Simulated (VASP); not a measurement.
Here is a VASP 6.6.1 calculation.

Contents of INCAR:

```
SYSTEM = InSe
PREC     = Accurate       ! precision mode
ENCUT    = 520            ! plane-wave cutoff, eV
EDIFF    = 1E-6           ! SCF threshold, eV
ISMEAR   = -1             ! smearing method
SIGMA    = 0.05           ! smearing width, eV
LREAL    = .FALSE.        ! projectors in reciprocal space
LASPH    = .TRUE.         ! aspherical terms in the spheres
NELM     = 100            ! most SCF steps
ALGO     = Normal         ! electronic algorithm
ISIF     = 2              ! what is computed and relaxed
LWAVE    = .FALSE.        ! write WAVECAR
LCHARG   = .TRUE.         ! write CHGCAR
GGA      = PE             ! functional
LELF     = .TRUE.         ! ELF
LVHAR    = .TRUE.       
NBANDS   = 27             ! bands
```

The input KPOINTS:

```
regular mesh
0
G
  7 7 6
  0 0 0
```

POSCAR

```
InSe
1.0
    5.7074535273     -2.0127055746      0.0000000000
    5.7074535273      2.0127055746      0.0000000000
   -1.6880551226      0.0000000000      4.6739460813
In Se
2 2
Direct
    0.8882032500      0.8882032500      0.0468413600
    0.1117967500      0.1117967500      0.9531586400
    0.6609275900      0.6609275900      0.6689556200
    0.3390724100      0.3390724100      0.3310443800
```

Potentials or basis: VASP PAW PBE potentials, release 64 (In_d, Se).

Run with:

```sh
$ cat potpaw_PBE.64/In_d/POTCAR potpaw_PBE.64/Se/POTCAR > POTCAR
$ mpirun -np 1 vasp_std > vasp.out
```

Q: Estimate the largest force.

A: 0.787 eV/Å.

Q: What does it give for the band gap on the k mesh?

A: 1.24 eV (least direct gap 1.42 eV).

Forces on the atoms (eV/Å):
```
In   0.366  0.000 -0.097
In  -0.366  0.000  0.097
Se   0.047  0.000 -0.785
Se  -0.047  0.000  0.785
```

Caveat: spin-orbit coupling is left out, which moves the levels of the heavy elements. A k mesh can miss the band edges.
